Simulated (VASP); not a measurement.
Wanted: the native input for a VASP 6.6.1 run.

- Task: single point
- Functional: PBEsol
- Potentials or basis: VASP PAW PBE potentials, release 64 (Au)
- Cutoff: 520 eV
- k mesh: 22 × 22 × 22
- Occupations: gaussian, width 0.1 eV
- Spin: no spin polarisation
- Dipole correction: no
- Further INCAR settings: ALGO = Fast; EDIFF = 1e-06; NBANDS = 18

The structure of Au lies in POSCAR:

```
Au
1.0
   -2.6259349041      2.6259349041      1.3499681570
    2.6259349041     -2.6259349041      1.3499681570
    2.6259349041      2.6259349041     -1.3499681570
Au
2
Direct
    0.0000000000      0.0000000000      0.0000000000
    0.7500000000      0.2500000000      0.5000000000
```

These files were run (other wordings do the same):

INCAR

```
  ALGO = Fast
  EDIFF = 1E-6
  ENCUT = 520
  GGA = PS
  ISIF = 2
  ISMEAR = 0
  LASPH = True
  LCHARG = False
  LREAL = False
  LWAVE = False
  NBANDS = 18
  NELM = 100
  PREC = Accurate
  SIGMA = 0.1
```

KPOINTS

```
k-points
0
Gamma
  22 22 22
```

Potentials or basis: VASP PAW PBE potentials, release 64 (Au).

The run is started by

```console
$ cat potpaw_PBE.64/Au/POTCAR > POTCAR
$ mpirun -np 1 vasp_std > vasp.out
```

It gave:

| Quantity | Value |
| --- | --- |
| Pressure | -0.2 GPa |
| Band gap on the k mesh | zero (bands 11 and 12 overlap by 4.81 eV) |

Caveat: the PAW data sets were made with another functional, which shifts forces and pressure a little; spin-orbit coupling is left out, which moves the levels of the heavy elements.

Run time: 4 min on 1 thread of Intel(R) Xeon(R) 6975P-C (Granite Rapids), with other jobs on the host, peak memory 0.54 GiB.
